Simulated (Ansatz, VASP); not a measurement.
**Ta3W2 in VASP and in Ansatz**

INCAR

```
SYSTEM = Ta3W2
PREC = Accurate
ENCUT = 520
EDIFF = 1E-6
ISMEAR = 0
SIGMA = 0.2
LREAL = .FALSE.
LASPH = .TRUE.
NELM = 80
ALGO = Fast
ISIF = 2
LWAVE = .FALSE.
LCHARG = .FALSE.
GGA = PE
NBANDS = 72
```

The input KPOINTS:

```
Automatic mesh
0
G
  8 4 2
  0 0 0
```

The input POSCAR:

```
Ta3W2
1.0
   -1.6248485652     -2.3267739811      0.0000000000
   -4.8745456956      2.3267739811      0.0000000000
   -1.6248485652      0.0000000000    -11.4202138628
Ta W
6 4
Direct
    0.5000000000      0.5000000000      0.0000000000
    1.0000000000      1.0000000000      0.0000000000
    0.0988183337      0.0988183337      0.6047266652
    0.5988183337      0.5988183337      0.6047266652
    0.4011816663      0.4011816663      0.3952733348
    0.9011816663      0.9011816663      0.3952733348
    0.2995070863      0.2995070863      0.8019716547
    0.7995070863      0.7995070863      0.8019716547
    0.2004929137      0.2004929137      0.1980283453
    0.7004929137      0.7004929137      0.1980283453
```

Input for Ansatz:

```yaml
crystal:
  lattice:
    - [-1.6248485652, -2.3267739811, 0.0]
    - [-4.8745456956, 2.3267739811, 0.0]
    - [-1.6248485652, 0.0, -11.4202138628]
  atoms:
    - { symbol: Ta, position: [0.5, 0.5, 0.0] }
    - { symbol: Ta, position: [1.0, 1.0, 0.0] }
    - { symbol: Ta, position: [0.0988183337, 0.0988183337, 0.6047266652] }
    - { symbol: Ta, position: [0.5988183337, 0.5988183337, 0.6047266652] }
    - { symbol: Ta, position: [0.4011816663, 0.4011816663, 0.3952733348] }
    - { symbol: Ta, position: [0.9011816663, 0.9011816663, 0.3952733348] }
    - { symbol: W, position: [0.2995070863, 0.2995070863, 0.8019716547] }
    - { symbol: W, position: [0.7995070863, 0.7995070863, 0.8019716547] }
    - { symbol: W, position: [0.2004929137, 0.2004929137, 0.1980283453] }
    - { symbol: W, position: [0.7004929137, 0.7004929137, 0.1980283453] }
basis:
  ecutwfc: 420
kpoints:
  mp_grid: { grid: [8, 4, 2] }
hamiltonian:
  xc: pbe
scf:
  occupations: { method: gaussian, width: 0.2 }
  lower_state_search: "off"
output:
  forces: true
  stress: true
  eigenvalues: true
```

Alike in both runs: task single point; functional PBE; k mesh 8 × 4 × 2; occupations gaussian, width 0.2 eV; no spin polarisation.

```csv
,VASP,Ansatz
version,VASP 6.6.1,Ansatz 0.2.0
potentials or method,"VASP PAW PBE potentials, release 64 (Ta_pv, W_sv), cutoff 520 eV","scalar-relativistic, plane waves, PAW"
valence electrons in the cell,122,134
```

```csv
,VASP,Ansatz,Ansatz less VASP
gap on the k mesh at the Fermi level (eV),none,none,-
pressure (GPa),0.3,0.1,-0.26
"traceless stress, the component that is largest in VASP (GPa)",0.85,0.80,-0.053
rms of the force components (eV/Å),0.010,0.007,-0.0024
```

Atom by atom the forces differ by 0.004 eV/Å (rms over components). A gap of «none» marks a metal or a gap that the smearing closes. The functional is the same, so the differences come from potentials, cutoffs and numerics. VASP's potentials hold 122 valence electrons a cell and Ansatz's 134, so a difference there can come from the potentials and not from the codes.

Neither program's run includes spin-orbit coupling.
